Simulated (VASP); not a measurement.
Crystal: SnTe.

```
Te Sn
1.0
     0.00000    3.61115    3.61115
     3.61115    0.00000    3.61115
     3.61115    3.61115    0.00000
Te Sn
1 1
Direct
  0.25000 0.25000 0.25000
  0.00000 0.00000 0.00000
```

Base run:

| Quantity | Value |
| --- | --- |
| Program | VASP 6.6.1 |
| Functional | HSE06 |
| Potentials or basis | VASP PAW PBE potentials, release 64 (Te, Sn_d) |
| Cutoff | 520 eV |
| k mesh | 4 × 4 × 4 |
| Occupations | fermi-dirac, width 0.05 eV |
| Spin | no spin polarisation |

Its results: band gap on the k mesh 0.37 eV (least direct gap 1.14 eV); pressure -0.7 GPa.

Question: The run is repeated on the same cell with these changes: functional from HSE06 to PBE0. What comes out?

Answer: Band gap on the k mesh 0.99 eV (least direct gap 1.80 eV); pressure -0.8 GPa.

Caveats: the PAW data sets were made with another functional, which shifts forces and pressure a little; spin-orbit coupling is left out, which moves the levels of the heavy elements.

A k mesh can miss the band edges.
